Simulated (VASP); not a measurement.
**GaGe3: relaxation of cell and atoms with PBE**

The system is GaGe3.

```
Ga Ge
1.0
     0.00000    3.38717    3.38717
     3.38717    0.00000    3.38717
     3.38717    3.38717    0.00000
Ga Ge
1 3
Direct
  0.00000 0.00000 0.00000
  0.25000 0.25000 0.25000
  0.75000 0.75000 0.75000
  0.50000 0.50000 0.50000
```

```json
{
  "Program": "VASP 6.6.1",
  "Task": "relaxation of cell and atoms",
  "Functional": "PBE",
  "Potentials or basis": "VASP PAW PBE potentials, release 64 (Ga_d, Ge_d)",
  "Cutoff": "600 eV",
  "k mesh": "5 × 5 × 5",
  "Occupations": "methfessel-paxton, width 0.1 eV",
  "Spin": "no spin polarisation",
  "Target pressure": "-2 GPa",
  "Dipole correction": "no",
  "Further INCAR settings": "ALGO = Normal; EDIFF = 1e-06; IBRION = 2; EDIFFG = -0.01; NSW = 80; ISIF = 3"
}
```

| Quantity | Value |
| --- | --- |
| Pressure after relaxing | -2.0 GPa |

Final structure:
```
Ga Ge
1.0
     0.00000    3.38717    3.38717
     3.38717    0.00000    3.38717
     3.38717    3.38717    0.00000
Ga Ge
1 3
Direct
  0.00000 0.00000 0.00000
  0.25000 0.25000 0.25000
  0.75000 0.75000 0.75000
  0.50000 0.50000 0.50000
```

Levels at points of the mesh, in eV from the Fermi level:
```csv
k point,band 24,band 25,band 26,band 27,band 28,band 29,band 30,band 31,band 32,band 33
"(0.00, 0.00, 0.00)",-1.87,-1.87,-1.87,-1.58,-1.58,-1.58,-1.53,-0.05,-0.05,-0.05
```

Wall time 28 s on 1 thread of AMD EPYC 7R13 Processor (Zen 3), on a shared host, peak memory 0.21 GiB.

Caveat: the relaxation stopped at its first step, so nothing moved; the cell is relaxed towards a set pressure, so the enthalpy falls and the energy may rise; the bands computed are all filled at some k points, so no gap is given.
